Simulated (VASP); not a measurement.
# SiC (Moissanite 3C) (F-43m) in VASP: a series of runs

SiC (Moissanite 3C) is run at these levels: PBE; tasks: single point.

Program: VASP 6.6.1. These are calculated values, not measurements. Logs are shortened: lines on timing, memory, paths and dates and some standing lists are left out, and cuts for length are marked.

**Measured values to compare with.**

“Insight into the structural, elastic and electronic properties of a new orthorhombic 6O-SiC polytype”, 2020, pmc:7200658 quotes, for a bulk crystal of SiC: band gap 2.4 eV (indirect).

How close the calculation comes is told below.

## 1. The cell of the first run

The structure is cubic, space group F-43m (No. 216). The conventional cell has a = 4.317 Å, b = 4.317 Å, c = 4.317 Å, α = 90.00°, β = 90.00°, γ = 90.00°. Si (site symmetry -43m) has 4 C at 1.87 Å within 2.5 Å. Within 2.5 Å of C (site symmetry -43m) lie 4 Si at 1.87 Å.

## 2. Single point, PBE

File INCAR:

```
SYSTEM = SiC
ALGO = Normal ; EDIFF = 1E-6
ENCUT = 520 ; GGA = PE
ISIF = 2 ; ISMEAR = 0
LASPH = .TRUE. ; LCHARG = .FALSE.
LREAL = .FALSE. ; LWAVE = .FALSE.
NBANDS = 11 ; NELM = 80
PREC = Accurate ; SIGMA = 0.01
```

File KPOINTS:

```
k-points
0
G
  8 8 8
  0 0 0
```

File POSCAR:

```
SiC
1.0
    0.0000000000      2.1585719454      2.1585719454
    2.1585719454      0.0000000000      2.1585719454
    2.1585719454      2.1585719454      0.0000000000
Si C
1 1
Direct
    0.0000000000      0.0000000000      0.0000000000
    0.2500000000      0.2500000000      0.2500000000
```

Potentials or basis: VASP PAW PBE potentials, release 64 (Si, C).

On the command line:

```bash
$ cat potpaw_PBE.64/Si/POTCAR potpaw_PBE.64/C/POTCAR > POTCAR
$ mpirun -np 1 vasp_std > vasp.out
```

OUTCAR:

```text
SYSTEM = SiC
   EDIFF = 1E-6
   ENCUT = 520
   GGA = PE
   ISIF = 2
   ISMEAR = 0
   LASPH = .TRUE.
   LREAL = .FALSE.
   NELM = 80
   PREC = Accurate

 ion  position               nearest neighbor table
   1  0.000  0.000  0.000-   2 1.87   2 1.87   2 1.87   2 1.87
   2  0.250  0.250  0.250-   1 1.87   1 1.87   1 1.87   1 1.87

  LATTYP: Found a face centered cubic cell.
 ALAT       =     4.3171438908

  Lattice vectors:

 A1 = (   0.0000000000,   2.1585719454,   2.1585719454)
 A2 = (   2.1585719454,   0.0000000000,   2.1585719454)
 A3 = (   2.1585719454,   2.1585719454,   0.0000000000)

Analysis of symmetry for initial positions (statically):
=====================================================================
 Subroutine PRICEL returns:
 Original cell was already a primitive cell.

 Routine SETGRP: Setting up the symmetry group for a
 face centered cubic supercell.

 Subroutine GETGRP returns: Found 24 space group operations
 (whereof 24 operations were pure point group operations)
 out of a pool of 48 trial point group operations.

The static configuration has the point symmetry T_d .

Analysis of symmetry for dynamics (positions and initial velocities):
=====================================================================
 Subroutine PRICEL returns:
 Original cell was already a primitive cell.

 Routine SETGRP: Setting up the symmetry group for a
 face centered cubic supercell.

 Subroutine GETGRP returns: Found 24 space group operations
 (whereof 24 operations were pure point group operations)
 out of a pool of 48 trial point group operations.

The dynamic configuration has the point symmetry T_d .

 Subroutine INISYM returns: Found 24 space group operations
 (whereof 24 operations are pure point group operations),
 and found     1 'primitive' translations

----------------------------------------------------------------------------------------

                                     Primitive cell

  volume of cell :      20.1154

  direct lattice vectors                    reciprocal lattice vectors
     0.000000000  2.158571945  2.158571945    -0.231634624  0.231634624  0.231634624
     2.158571945  0.000000000  2.158571945     0.231634624 -0.231634624  0.231634624
     2.158571945  2.158571945  0.000000000     0.231634624  0.231634624 -0.231634624

  length of vectors
     3.052681721  3.052681721  3.052681721     0.401202937  0.401202937  0.401202937

  position of ions in fractional coordinates (direct lattice)
     0.000000000  0.000000000  0.000000000
     0.250000000  0.250000000  0.250000000

  ion indices of the primitive-cell ions
[... 79 lines left out ...]
   IBRION =     -1    ionic relax: 0-MD 1-quasi-New 2-CG
   NFREE  =      0    steps in history (QN), initial steepest desc. (CG)
   ISIF   =      2    stress and relaxation
   ISYM   =      2    0-nonsym 1-usesym 2-fastsym
   POTIM  = 0.5000    time-step for ionic-motion
   TEBEG  =    0.0;   TEEND  =   0.0 temperature during run
   PSTRESS=    0.0 pullay stress
   NELECT =       8.0000    total number of electrons
   NUPDOWN=      -1.0000    fix difference up-down
   EMIN   =  10.00;   EMAX   =-10.00  energy-range for DOS
   EFERMI =   0.00;   METHOD = LEGACY
   ISMEAR =     0;   SIGMA  =   0.01  broadening in eV -4-tet -1-fermi 0-gaus
   EFERMI_NEDOS =   21; number of points for ismear=-14 and -15
   IALGO  =     38    algorithm
   IMIX   =      4    mixing-type and parameters
     AMIX     =   0.40;   BMIX     =  1.00
     AMIX_MAG =   1.60;   BMIX_MAG =  1.00
  volume/ion in A,a.u.               =      10.06        67.87
  Fermi-wavevector in a.u.,A,eV,Ry     =   1.203913  2.275065 19.720360  1.449406
  Thomas-Fermi vector in A             =   2.339653
   LORBIT       =      0    0 simple, 1 ext, 2 COOP (PROOUT), +10 PAW based schemes
   GGA     = PE    functional components
   LHFCALC =     F    Hartree Fock is set to
   AEXX    =    0.0000 exact exchange contribution
   IVDW    =     0    specifies the selected vdW correction
   LEPSILON=     F    determine dielectric tensor
   LRPA    =     F    only Hartree local field effects (RPA)
 non-spin polarized calculation
 Gauss-broadening in eV      SIGMA  =   0.01
  energy-cutoff  :      520.00
  volume of cell :       20.12
 maximum number of plane-waves:       560
   NGX = 11   NGY = 11   NGZ = 11

 number of electron       8.0000000 magnetization

 Free energy of the ion-electron system (eV)
  ---------------------------------------------------
  ext. energy  EPLUGINS =         0.00000000
  ---------------------------------------------------
  free energy    TOTEN  =       -15.03312672 eV

  energy without entropy =      -15.03312672  energy(sigma->0) =      -15.03312672

 E-fermi :   8.5683     XC(G=0): -11.4799

 val. band max:        8.4281442409   @ k =   0.0000   0.0000   0.0000
 cond. band min:       9.7573637965   @ k =   0.5000   0.5000   0.0000
 fundamental gap:      1.3292195556
 Fermi energy:         8.5683245854

 k-point     1 :       0.0000    0.0000    0.0000
  band No.  band energies     occupation
      1      -7.1992      2.00000
      2       8.4281      2.00000
      3       8.4281      2.00000
      4       8.4281      2.00000
      5      14.9941      0.00000
      6      15.9340      0.00000
      7      15.9340      0.00000
      8      15.9340      0.00000
      9      23.1007      0.00000
     10      23.1007      0.00000
     11      25.3511      0.00000
[... 309 lines left out ...]
 k-point    24 :      -0.3750    0.2500    0.1250
  band No.  band energies     occupation
      1      -2.8634      2.00000
      2       0.4728      2.00000
      3       4.6760      2.00000
      4       6.1307      2.00000
      5      13.7349      0.00000
      6      15.9029      0.00000
      7      18.8115      0.00000
      8      19.6768      0.00000
      9      22.1330      0.00000
     10      24.9084      0.00000
     11      28.1000      0.00000

 [... further k-points ...]
[... 5 lines left out ...]
  --------------------------------------------------------------------------------------
  -------------------------------------------------------------------------------------
  Total        1.2465215      1.2465215      1.2465215     -0.0000000     -0.0000000     -0.0000000
  in kB       99.2843426     99.2843426     99.2843426     -0.0000000     -0.0000000     -0.0000000
  external PRESSURE =      99.2843426 kB  Pullay stress =       0.0000000 kB

 VOLUME and BASIS-vectors are now :
 -----------------------------------------------------------------------------
  energy-cutoff  :      520.00
  volume of cell :       20.12
      direct lattice vectors                 reciprocal lattice vectors
     0.000000000  2.158571945  2.158571945    -0.231634624  0.231634624  0.231634624
     2.158571945  0.000000000  2.158571945     0.231634624 -0.231634624  0.231634624
     2.158571945  2.158571945  0.000000000     0.231634624  0.231634624 -0.231634624

 POSITION                                       TOTAL-FORCE (eV/Angst)
 -----------------------------------------------------------------------------------
      0.00000      0.00000      0.00000        -0.000000     -0.000000     -0.000000
      1.07929      1.07929      1.07929         0.000000      0.000000      0.000000
 -----------------------------------------------------------------------------------
    total drift:                                0.000000      0.000000      0.000000

  FREE ENERGIE OF THE ION-ELECTRON SYSTEM (eV)
  ---------------------------------------------------
  free  energy   TOTEN  =       -15.0331267177 eV

  energy  without entropy=      -15.0331267177  energy(sigma->0) =      -15.03312672
```

OSZICAR:

```text
N       E                     dE             d eps       ncg     rms          rms(c)
DAV:   1     0.336014951794E+01    0.33601E+01   -0.39607E+03   657   0.619E+02
DAV:   2    -0.163701930059E+02   -0.19730E+02   -0.18919E+02   790   0.109E+02
DAV:   3    -0.169671490182E+02   -0.59696E+00   -0.59602E+00   767   0.163E+01
DAV:   4    -0.169693764714E+02   -0.22275E-02   -0.22273E-02   725   0.126E+00
DAV:   5    -0.169693866134E+02   -0.10142E-04   -0.10142E-04   792   0.784E-02    0.911E+00
DAV:   6    -0.151000505044E+02    0.18693E+01   -0.65375E+00   707   0.116E+01    0.406E+00
DAV:   7    -0.150408459788E+02    0.59205E-01   -0.41759E-01   749   0.368E+00    0.184E+00
DAV:   8    -0.150329017279E+02    0.79443E-02   -0.20520E-02   716   0.956E-01    0.169E-01
DAV:   9    -0.150330192363E+02   -0.11751E-03   -0.15131E-03   791   0.226E-01    0.114E-01
DAV:  10    -0.150331244598E+02   -0.10522E-03   -0.21910E-04   713   0.910E-02    0.257E-02
DAV:  11    -0.150331263428E+02   -0.18830E-05   -0.37569E-05   755   0.322E-02    0.685E-03
DAV:  12    -0.150331267177E+02   -0.37489E-06   -0.17306E-06   525   0.797E-03
   1 F= -.15033127E+02 E0= -.15033127E+02  d E =-.150555E-89
```

stdout:

```text
POSCAR found type information on POSCAR SiC
 POSCAR found :  2 types and       2 ions
 scaLAPACK will be used
 LDA part: xc-table for (Slater+PW92), standard interpolation
 POSCAR, INCAR and KPOINTS ok, starting setup
 FFT: planning ... GRIDC
 FFT: planning ... GRID_SOFT
 FFT: planning ... GRID
 WAVECAR not read
 entering main loop
```

It took 7.3 s on 1 thread of AMD EPYC 7R43 (Zen 3), shared host; peak memory 0.1 GiB.

What came out:

```
Free energy            : -15.0331 eV
Pressure               : 9.9 GPa
Band gap on the k mesh : 1.33 eV, indirect (least direct gap 4.57 eV)
```

Levels at points of the mesh, in eV from the valence-band top:
| k point | band 2 | band 3 | band 4 | band 5 | band 6 | band 7 |
| --- | --- | --- | --- | --- | --- | --- |
| (0.00, 0.00, 0.00) | 0.00 | 0.00 | 0.00 | 6.57 | 7.51 | 7.51 |
| (0.50, 0.00, 0.00) | -8.69 | -1.06 | -1.06 | 5.69 | 7.34 | 7.34 |
| (0.50, 0.50, 0.00) | -7.89 | -3.24 | -3.24 | 1.33 | 4.42 | 14.37 |

A k mesh can miss the band edges. A hybrid or GW would open this gap; PBE tends to underestimate it.

## 3. Single point, PBE

This run uses another cell than the first one, of 9.69 Å³/atom, 0.964 times its volume.

File INCAR:

```
SYSTEM = SiC
ALGO = Normal
EDIFF = 1E-6
ENCUT = 520
GGA = PE
ISIF = 2
ISMEAR = 0
LASPH = .True.
LCHARG = .False.
LREAL = .False.
LWAVE = .False.
NBANDS = 11
NELM = 100
PREC = Accurate
SIGMA = 0.01
```

File KPOINTS:

```
k-points
0
Gamma
  8 8 8
  0 0 0
```

File POSCAR:

```
SiC
1.0
    0.0000000000      2.1320241935      2.1320241935
    2.1320241935      0.0000000000      2.1320241935
    2.1320241935      2.1320241935      0.0000000000
Si C
1 1
Direct
    0.0000000000      0.0000000000      0.0000000000
    0.2500000000      0.2500000000      0.2500000000
```

Potentials or basis: VASP PAW PBE potentials, release 64 (Si, C).

On the command line:

```bash
$ cat potpaw_PBE.64/Si/POTCAR potpaw_PBE.64/C/POTCAR > POTCAR
$ mpirun -np 1 vasp_std > vasp.out
```

OUTCAR:

```text
SYSTEM = SiC
   EDIFF = 1E-6
   ENCUT = 520
   GGA = PE
   ISIF = 2
   ISMEAR = 0
   LASPH = .True.
   LREAL = .False.
   NELM = 100
   PREC = Accurate

 ion  position               nearest neighbor table
   1  0.000  0.000  0.000-   2 1.85   2 1.85   2 1.85   2 1.85
   2  0.250  0.250  0.250-   1 1.85   1 1.85   1 1.85   1 1.85

  LATTYP: Found a face centered cubic cell.
 ALAT       =     4.2640483870

  Lattice vectors:

 A1 = (   0.0000000000,   2.1320241935,   2.1320241935)
[... 522 lines left out ...]

------------------------ aborting loop because EDIFF is reached ----------------------------------------

  FORCE on cell =-STRESS in cart. coord.  units (eV):
  Direction    XX          YY          ZZ          XY          YZ          ZX
  --------------------------------------------------------------------------------------
  -------------------------------------------------------------------------------------
  Total        2.4052387      2.4052387      2.4052387      0.0000000      0.0000000     -0.0000000
  in kB      198.8210615    198.8210615    198.8210615      0.0000000      0.0000000     -0.0000000
  external PRESSURE =     198.8210615 kB  Pullay stress =       0.0000000 kB

 VOLUME and BASIS-vectors are now :
 -----------------------------------------------------------------------------
  energy-cutoff  :      520.00
  volume of cell :       19.38
      direct lattice vectors                 reciprocal lattice vectors
     0.000000000  2.132024193  2.132024193    -0.234518915  0.234518915  0.234518915
     2.132024193  0.000000000  2.132024193     0.234518915 -0.234518915  0.234518915
     2.132024193  2.132024193  0.000000000     0.234518915  0.234518915 -0.234518915

 POSITION                                       TOTAL-FORCE (eV/Angst)
 -----------------------------------------------------------------------------------
      0.00000      0.00000      0.00000         0.000000      0.000000      0.000000
      1.06601      1.06601      1.06601        -0.000000     -0.000000     -0.000000
 -----------------------------------------------------------------------------------
    total drift:                                0.000000      0.000000      0.000000

  FREE ENERGIE OF THE ION-ELECTRON SYSTEM (eV)
  ---------------------------------------------------
  free  energy   TOTEN  =       -14.9653675945 eV

  energy  without entropy=      -14.9653675945  energy(sigma->0) =      -14.96536759
```

OSZICAR:

```text
N       E                     dE             d eps       ncg     rms          rms(c)
DAV:   1     0.365964479319E+01    0.36596E+01   -0.37976E+03   670   0.603E+02
DAV:   2    -0.163745887221E+02   -0.20034E+02   -0.18646E+02   800   0.113E+02
DAV:   3    -0.170097108565E+02   -0.63512E+00   -0.63382E+00   785   0.158E+01
DAV:   4    -0.170121578520E+02   -0.24470E-02   -0.24468E-02   755   0.123E+00
DAV:   5    -0.170121683063E+02   -0.10454E-04   -0.10454E-04   779   0.729E-02    0.953E+00
DAV:   6    -0.150458774743E+02    0.19663E+01   -0.65983E+00   707   0.118E+01    0.429E+00
DAV:   7    -0.149733914682E+02    0.72486E-01   -0.47168E-01   764   0.388E+00    0.191E+00
DAV:   8    -0.149651494954E+02    0.82420E-02   -0.21099E-02   722   0.972E-01    0.170E-01
DAV:   9    -0.149652664811E+02   -0.11699E-03   -0.14403E-03   797   0.224E-01    0.116E-01
DAV:  10    -0.149653655493E+02   -0.99068E-04   -0.20116E-04   710   0.885E-02    0.259E-02
DAV:  11    -0.149653672339E+02   -0.16846E-05   -0.33082E-05   761   0.309E-02    0.668E-03
DAV:  12    -0.149653675945E+02   -0.36061E-06   -0.15069E-06   513   0.754E-03
   1 F= -.14965368E+02 E0= -.14965368E+02  d E =-.124228E-11
```

It took 7.4 s on 1 thread of AMD EPYC 7R43 (Zen 3), shared host; peak memory 0.1 GiB.

Results:

```
Free energy            : -14.9654 eV
Pressure               : 19.9 GPa
Band gap on the k mesh : 1.29 eV, indirect (least direct gap 4.60 eV)
```

Levels at points of the mesh, in eV from the valence-band top:
| k point | band 2 | band 3 | band 4 | band 5 | band 6 | band 7 |
| --- | --- | --- | --- | --- | --- | --- |
| (0.00, 0.00, 0.00) | 0.00 | 0.00 | 0.00 | 7.01 | 7.78 | 7.78 |
| (0.50, 0.00, 0.00) | -8.90 | -1.06 | -1.06 | 6.04 | 7.50 | 7.50 |
| (0.50, 0.50, 0.00) | -8.01 | -3.31 | -3.31 | 1.29 | 4.56 | 14.81 |

(Continued in part 2 of 2.)
